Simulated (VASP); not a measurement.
Set up this calculation in VASP 6.6.1, as the native input.

- Task: single point
- Functional: PBE
- Potentials or basis: VASP PAW PBE potentials, release 64 (Cu, Ru_pv)
- Cutoff: 520 eV
- k mesh: 6 × 6 × 4
- Occupations: gaussian, width 0.1 eV
- Spin: no spin polarisation
- Dipole correction: no
- Further INCAR settings: ALGO = Fast; EDIFF = 1e-07; NBANDS = 26

The structure of CuRu2 lies in POSCAR:

```
CuRu2
1.0
    3.3866756900      0.0000000000      0.0000000000
   -1.6933378500      2.9329471800      0.0000000000
    0.0000000000      0.0000000000      4.4603363700
Cu Ru
1 2
Direct
    0.0000000000      0.0000000000      0.0000000000
    0.3333333300      0.6666666700      0.4320000100
    0.6666666700      0.3333333300      0.5679999900
```

These files were run (other wordings do the same):

INCAR

```
PREC = Accurate
ENCUT = 520
EDIFF = 1E-7
ISMEAR = 0
SIGMA = 0.1
LREAL = F
LASPH = T
NELM = 80
ALGO = Fast
ISIF = 2
LWAVE = F
LCHARG = F
GGA = PE
NBANDS = 26
```

KPOINTS

```
Automatic mesh
0
Gamma
  6 6 4
```

Potentials or basis: VASP PAW PBE potentials, release 64 (Cu, Ru_pv).

The run is started by

```console
$ cat potpaw_PBE.64/Cu/POTCAR potpaw_PBE.64/Ru_pv/POTCAR > POTCAR
$ mpirun -np 1 vasp_std > vasp.out
```

Results of the run:

```
Pressure      : 70.7 GPa
Largest force : 9.485 eV/Å
```

Caveat: forces of over 1 eV/Å act on the atoms, so gaps and moduli don't describe the material at rest.

It took 97 s on 1 thread of AMD EPYC 7R13, with other jobs on the host, peak memory 0.15 GiB.
